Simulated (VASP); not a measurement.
# InSb (zincblende type) (F-43m) in VASP: further runs

Runs on InSb (zincblende type). Level: PBE. Tasks: single point.

All numbers are computed with VASP 6.6.1; they aren't measurements. Logs are shortened: lines on timing, memory, paths and dates and some standing lists are left out, and cuts for length are marked.

**1. The cell of the first run**

It takes space group F-43m (No. 216, cubic). The conventional cell has a = 5.948 Å, b = 5.948 Å, c = 5.948 Å, α = 90.00°, β = 90.00°, γ = 90.00°. In (site symmetry -43m) has 4 Sb at 2.58 Å within 3.4 Å. Within 3.4 Å of Sb (site symmetry -43m) lie 4 In at 2.58 Å.

**2. Single point, PBE (volume scaled by 0.72)**

INCAR reads:

```
SYSTEM = InSb
PREC     = Accurate       ! precision mode
ENCUT    = 520            ! plane-wave cutoff, eV
EDIFF    = 1E-6           ! SCF threshold, eV
ISMEAR   = -1             ! smearing method
SIGMA    = 0.1            ! smearing width, eV
LREAL    = .False.        ! projectors in reciprocal space
LASPH    = .True.         ! aspherical terms in the spheres
NELM     = 60             ! most SCF steps
ALGO     = Normal         ! electronic algorithm
ISIF     = 2              ! what is computed and relaxed
LWAVE    = .False.        ! write WAVECAR
LCHARG   = .False.        ! write CHGCAR
GGA      = PE             ! functional
NBANDS   = 16             ! bands
```

KPOINTS reads:

```
regular mesh
0
Gamma
  11 11 11
  0 0 0
```

POSCAR reads:

```
InSb
1.0
    0.0000000000      2.9741561659      2.9741561659
    2.9741561659      0.0000000000      2.9741561659
    2.9741561659      2.9741561659      0.0000000000
In Sb
1 1
Direct
    0.0000000000      0.0000000000      0.0000000000
    0.2500000000      0.2500000000      0.2500000000
```

Potentials or basis: VASP PAW PBE potentials, release 64 (In_d, Sb).

Run with:

```
> cat potpaw_PBE.64/In_d/POTCAR potpaw_PBE.64/Sb/POTCAR > POTCAR
> mpirun -np 1 vasp_std > vasp.out
```

OUTCAR:

```text
SYSTEM = InSb
   PREC = Accurate
   ENCUT = 520
   EDIFF = 1E-6
   ISMEAR = -1
   LREAL = .False.
   LASPH = .True.
   NELM = 60
   ISIF = 2
   GGA = PE

 ion  position               nearest neighbor table
   1  0.000  0.000  0.000-   2 2.58   2 2.58   2 2.58   2 2.58
   2  0.250  0.250  0.250-   1 2.58   1 2.58   1 2.58   1 2.58

  LATTYP: Found a face centered cubic cell.
 ALAT       =     5.9483123318

  Lattice vectors:

 A1 = (   0.0000000000,   2.9741561659,   2.9741561659)
 A2 = (   2.9741561659,   0.0000000000,   2.9741561659)
 A3 = (   2.9741561659,   2.9741561659,   0.0000000000)

Analysis of symmetry for initial positions (statically):
=====================================================================
 Subroutine PRICEL returns:
 Original cell was already a primitive cell.

 Routine SETGRP: Setting up the symmetry group for a
 face centered cubic supercell.

 Subroutine GETGRP returns: Found 24 space group operations
 (whereof 24 operations were pure point group operations)
 out of a pool of 48 trial point group operations.

The static configuration has the point symmetry T_d .

Analysis of symmetry for dynamics (positions and initial velocities):
=====================================================================
 Subroutine PRICEL returns:
 Original cell was already a primitive cell.

 Routine SETGRP: Setting up the symmetry group for a
 face centered cubic supercell.

 Subroutine GETGRP returns: Found 24 space group operations
 (whereof 24 operations were pure point group operations)
 out of a pool of 48 trial point group operations.

The dynamic configuration has the point symmetry T_d .

 Subroutine INISYM returns: Found 24 space group operations
 (whereof 24 operations are pure point group operations),
 and found     1 'primitive' translations

----------------------------------------------------------------------------------------

                                     Primitive cell

  volume of cell :      52.6164

  direct lattice vectors                    reciprocal lattice vectors
     0.000000000  2.974156166  2.974156166    -0.168114911  0.168114911  0.168114911
     2.974156166  0.000000000  2.974156166     0.168114911 -0.168114911  0.168114911
     2.974156166  2.974156166  0.000000000     0.168114911  0.168114911 -0.168114911

  length of vectors
     4.206091986  4.206091986  4.206091986     0.291183568  0.291183568  0.291183568

  position of ions in fractional coordinates (direct lattice)
     0.000000000  0.000000000  0.000000000
     0.250000000  0.250000000  0.250000000

  ion indices of the primitive-cell ions
   primitive index   ion index
                 1           1
                 2           2

----------------------------------------------------------------------------------------

 KPOINTS: regular mesh

Automatic generation of k-mesh.
 Grid dimensions read from file:
 generate k-points for:   11   11   11

 Generating k-lattice:

  Cartesian coordinates                     Fractional coordinates (reciprocal lattice)
    -0.015283174  0.015283174  0.015283174     0.090909091  0.000000000  0.000000000
     0.015283174 -0.015283174  0.015283174     0.000000000  0.090909091  0.000000000
     0.015283174  0.015283174 -0.015283174     0.000000000  0.000000000  0.090909091

  Length of vectors
     0.026471233  0.026471233  0.026471233

  Shift w.r.t. Gamma in fractional coordinates (k-lattice)
     0.000000000  0.000000000  0.000000000

 Subroutine IBZKPT returns following result:
 ===========================================

 Found     56 irreducible k-points:

 Following reciprocal coordinates:
            Coordinates               Weight
  0.000000  0.000000  0.000000      1.000000
  0.090909  0.000000  0.000000      8.000000
  0.181818  0.000000  0.000000      8.000000
  0.272727  0.000000  0.000000      8.000000
  0.363636  0.000000  0.000000      8.000000
  0.454545  0.000000  0.000000      8.000000
[... 16 lines left out ...]
 -0.272727  0.181818  0.000000     24.000000
 -0.181818  0.181818  0.000000     12.000000
 [... further k-points ...]
   k-points           NKPTS =     56   k-points in BZ     NKDIM =     56   number of bands    NBANDS=     16
   number of dos      NEDOS =    301   number of ions     NIONS =      2
   total plane-waves  NPLWV =  32768
   dimension x,y,z NGX =    32 NGY =   32 NGZ =   32
   dimension x,y,z NGXF=    64 NGYF=   64 NGZF=   64
   ions per type =               1   1
   NGX,Y,Z   is equivalent  to a cutoff of  12.65, 12.65, 12.65 a.u.
   NGXF,Y,Z  is equivalent  to a cutoff of  25.30, 25.30, 25.30 a.u.
 SYSTEM =  InSb
   PREC   = accura    normal or accurate (medium, high low for compatibility)
   ISTART =      0    job   : 0-new  1-cont  2-samecut
   ICHARG =      2    charge: 1-file 2-atom 10-const
   ISPIN  =      1    spin polarized calculation?
   LNONCOLLINEAR =      F non collinear calculations
   LSORBIT =      F    spin-orbit coupling
   LASPH  =      T    aspherical Exc in radial PAW
   ENCUT  =  520.0 eV  38.22 Ry    6.18 a.u.   7.82  7.82  7.82*2*pi/ulx,y,z
   NELM   =     60;   NELMIN=  2; NELMDL= -5     # of ELM steps
   EDIFF  = 0.1E-05   stopping-criterion for ELM
   LREAL  =      F    real-space projection
   EDIFFG = 0.1E-04   stopping-criterion for IOM
   NSW    =      0    number of steps for IOM
   IBRION =     -1    ionic relax: 0-MD 1-quasi-New 2-CG
   NFREE  =      0    steps in history (QN), initial steepest desc. (CG)
   ISIF   =      2    stress and relaxation
   ISYM   =      2    0-nonsym 1-usesym 2-fastsym
   POTIM  = 0.5000    time-step for ionic-motion
   TEBEG  =    0.0;   TEEND  =   0.0 temperature during run
   PSTRESS=    0.0 pullay stress
   NELECT =      18.0000    total number of electrons
   NUPDOWN=      -1.0000    fix difference up-down
   EMIN   =  10.00;   EMAX   =-10.00  energy-range for DOS
   EFERMI =   0.00;   METHOD = LEGACY
   ISMEAR =    -1;   SIGMA  =   0.10  broadening in eV -4-tet -1-fermi 0-gaus
   EFERMI_NEDOS =   21; number of points for ismear=-14 and -15
   IALGO  =     38    algorithm
   IMIX   =      4    mixing-type and parameters
     AMIX     =   0.40;   BMIX     =  1.00
     AMIX_MAG =   1.60;   BMIX_MAG =  1.00
  volume/ion in A,a.u.               =      26.31       177.54
  Fermi-wavevector in a.u.,A,eV,Ry     =   1.144964  2.163669 17.836462  1.310943
  Thomas-Fermi vector in A             =   2.281654
   LORBIT       =      0    0 simple, 1 ext, 2 COOP (PROOUT), +10 PAW based schemes
   GGA     = PE    functional components
   LHFCALC =     F    Hartree Fock is set to
   AEXX    =    0.0000 exact exchange contribution
   IVDW    =     0    specifies the selected vdW correction
   LEPSILON=     F    determine dielectric tensor
   LRPA    =     F    only Hartree local field effects (RPA)
 non-spin polarized calculation
  energy-cutoff  :      520.00
  volume of cell :       52.62
 maximum number of plane-waves:      1431
   NGX = 15   NGY = 15   NGZ = 15

 number of electron      18.0000006 magnetization

 Free energy of the ion-electron system (eV)
  ---------------------------------------------------
  ext. energy  EPLUGINS =         0.00000000
  ---------------------------------------------------
  free energy    TOTEN  =        -5.72166339 eV

  energy without entropy =       -5.72118062  energy(sigma->0) =       -5.72142200

 E-fermi :   8.6206     XC(G=0):  -9.8368

 val. band max:        8.2953972898   @ k =   0.0000   0.0000   0.0000
 cond. band min:       9.0291866988   @ k =   0.4545   0.4545   0.0000
 fundamental gap:      0.7337894090
 Fermi energy:         8.6206327697

 k-point     1 :       0.0000    0.0000    0.0000
  band No.  band energies     occupation
      1      -7.1749      2.00000
      2      -7.1749      2.00000
      3      -7.1749      2.00000
      4      -6.9882      2.00000
      5      -6.9882      2.00000
      6      -4.4116      2.00000
[... 8 lines left out ...]
     15      17.0389      0.00000
     16      17.0443      0.00000

 k-point     2 :       0.0909    0.0000    0.0000
  band No.  band energies     occupation
      1      -7.1864      2.00000
      2      -7.1706      2.00000
      3      -7.1706      2.00000
      4      -6.9888      2.00000
      5      -6.9888      2.00000
      6      -4.3030      2.00000
[... 8 lines left out ...]
     15      16.1095      0.00000
     16      16.1095      0.00000

 k-point     3 :       0.1818    0.0000    0.0000
  band No.  band energies     occupation
      1      -7.2160      2.00000
      2      -7.1595      2.00000
      3      -7.1595      2.00000
      4      -6.9899      2.00000
      5      -6.9899      2.00000
      6      -3.9853      2.00000
[... 8 lines left out ...]
     15      15.6177      0.00000
     16      15.6177      0.00000

 k-point     4 :       0.2727    0.0000    0.0000
  band No.  band energies     occupation
      1      -7.2525      2.00000
      2      -7.1463      2.00000
      3      -7.1463      2.00000
      4      -6.9898      2.00000
      5      -6.9898      2.00000
      6      -3.4856      2.00000
[... 8 lines left out ...]
     15      15.8037      0.00000
     16      15.8037      0.00000

 k-point     5 :       0.3636    0.0000    0.0000
  band No.  band energies     occupation
      1      -7.2844      2.00000
      2      -7.1359      2.00000
      3      -7.1359      2.00000
      4      -6.9878      2.00000
      5      -6.9878      2.00000
      6      -2.8730      2.00000
[... 8 lines left out ...]
     15      16.6483      0.00000
     16      16.6483      0.00000

 k-point     6 :       0.4545    0.0000    0.0000
  band No.  band energies     occupation
      1      -7.3026      2.00000
      2      -7.1307      2.00000
      3      -7.1307      2.00000
      4      -6.9857      2.00000
      5      -6.9857      2.00000
      6      -2.3526      2.00000
[... 8 lines left out ...]
     15      17.7696      0.00000
     16      17.7696      0.00000

 k-point     7 :       0.0909    0.0909    0.0000
  band No.  band energies     occupation
      1      -7.1946      2.00000
      2      -7.1666      2.00000
      3      -7.1666      2.00000
      4      -6.9916      2.00000
      5      -6.9868      2.00000
      6      -4.2670      2.00000
[... 8 lines left out ...]
     15      15.3339      0.00000
     16      17.1527      0.00000

 k-point     8 :       0.1818    0.0909    0.0000
  band No.  band energies     occupation
      1      -7.2190      2.00000
      2      -7.1574      2.00000
      3      -7.1555      2.00000
      4      -6.9952      2.00000
      5      -6.9860      2.00000
      6      -4.0191      2.00000
[... 8 lines left out ...]
     15      15.8449      0.00000
     16      16.5294      0.00000

 k-point     9 :       0.2727    0.0909    0.0000
  band No.  band energies     occupation
      1      -7.2510      2.00000
      2      -7.1464      2.00000
      3      -7.1419      2.00000
      4      -6.9975      2.00000
      5      -6.9853      2.00000
      6      -3.5788      2.00000
[... 8 lines left out ...]
     15      15.9775      0.00000
     16      16.4815      0.00000
[... 172 lines left out ...]
 k-point    19 :       0.3636    0.1818    0.0000
  band No.  band energies     occupation
      1      -7.2954      2.00000
      2      -7.1230      2.00000
      3      -7.1171      2.00000
      4      -7.0103      2.00000
      5      -6.9804      2.00000
      6      -2.9400      2.00000
[... 8 lines left out ...]
     15      17.3985      0.00000
     16      17.7488      0.00000

 k-point    20 :       0.4545    0.1818    0.0000
  band No.  band energies     occupation
      1      -7.3127      2.00000
      2      -7.1191      2.00000
      3      -7.1105      2.00000
      4      -7.0065      2.00000
      5      -6.9814      2.00000
      6      -2.3441      2.00000
[... 8 lines left out ...]
     15      18.4815      0.00000
     16      18.5327      0.00000

 k-point    21 :      -0.4545    0.1818    0.0000
  band No.  band energies     occupation
      1      -7.3183      2.00000
      2      -7.1185      2.00000
      3      -7.1101      2.00000
      4      -6.9996      2.00000
      5      -6.9855      2.00000
      6      -1.9690      2.00000
[... 8 lines left out ...]
     15      17.5825      0.00000
     16      17.7530      0.00000

 k-point    22 :      -0.3636    0.1818    0.0000
  band No.  band energies     occupation
      1      -7.3107      2.00000
      2      -7.1205      2.00000
      3      -7.1159      2.00000
      4      -6.9934      2.00000
      5      -6.9917      2.00000
      6      -2.1832      2.00000
[... 8 lines left out ...]
     15      16.4971      0.00000
     16      17.5795      0.00000

 k-point    23 :      -0.2727    0.1818    0.0000
  band No.  band energies     occupation
      1      -7.2915      2.00000
      2      -7.1273      2.00000
      3      -7.1253      2.00000
      4      -6.9964      2.00000
      5      -6.9896      2.00000
      6      -2.7521      2.00000
[... 8 lines left out ...]
     15      16.9956      0.00000
     16      18.7374      0.00000

 k-point    24 :      -0.1818    0.1818    0.0000
  band No.  band energies     occupation
      1      -7.2649      2.00000
      2      -7.1418      2.00000
      3      -7.1341      2.00000
      4      -6.9970      2.00000
      5      -6.9877      2.00000
      6      -3.3184      2.00000
[... 8 lines left out ...]
     15      16.9654      0.00000
     16      17.6929      0.00000

 [... further k-points ...]
[... 5 lines left out ...]
  --------------------------------------------------------------------------------------
  -------------------------------------------------------------------------------------
  Total        8.6676549      8.6676549      8.6676549     -0.0000000      0.0000000      0.0000000
  in kB      263.9312968    263.9312968    263.9312968     -0.0000000      0.0000000      0.0000000
  external PRESSURE =     263.9312968 kB  Pullay stress =       0.0000000 kB

 VOLUME and BASIS-vectors are now :
 -----------------------------------------------------------------------------
  energy-cutoff  :      520.00
  volume of cell :       52.62
      direct lattice vectors                 reciprocal lattice vectors
     0.000000000  2.974156166  2.974156166    -0.168114911  0.168114911  0.168114911
     2.974156166  0.000000000  2.974156166     0.168114911 -0.168114911  0.168114911
     2.974156166  2.974156166  0.000000000     0.168114911  0.168114911 -0.168114911

 POSITION                                       TOTAL-FORCE (eV/Angst)
 -----------------------------------------------------------------------------------
      0.00000      0.00000      0.00000        -0.000000     -0.000000     -0.000000
      1.48708      1.48708      1.48708         0.000000      0.000000      0.000000
 -----------------------------------------------------------------------------------
    total drift:                               -0.000000     -0.000000     -0.000000

  FREE ENERGIE OF THE ION-ELECTRON SYSTEM (eV)
  ---------------------------------------------------
  free  energy   TOTEN  =        -5.7216633914 eV

  energy  without entropy=       -5.7211806184  energy(sigma->0) =       -5.72142200
```

Run time: 20 s. Hardware: 1 thread of Intel Xeon Platinum 8559C (Emerald Rapids), shared host; peak memory 0.2 GiB.

What came out:

```yaml
Free_energy: -5.7217 eV
Pressure: 26.4 GPa
Band_gap_on_the_k_mesh: 0.73 eV, indirect (least direct gap 1.35 eV)
```

Caveat: spin-orbit coupling is left out, which moves the levels of the heavy elements. A k mesh can miss the band edges.

[end of part 1 of 2]
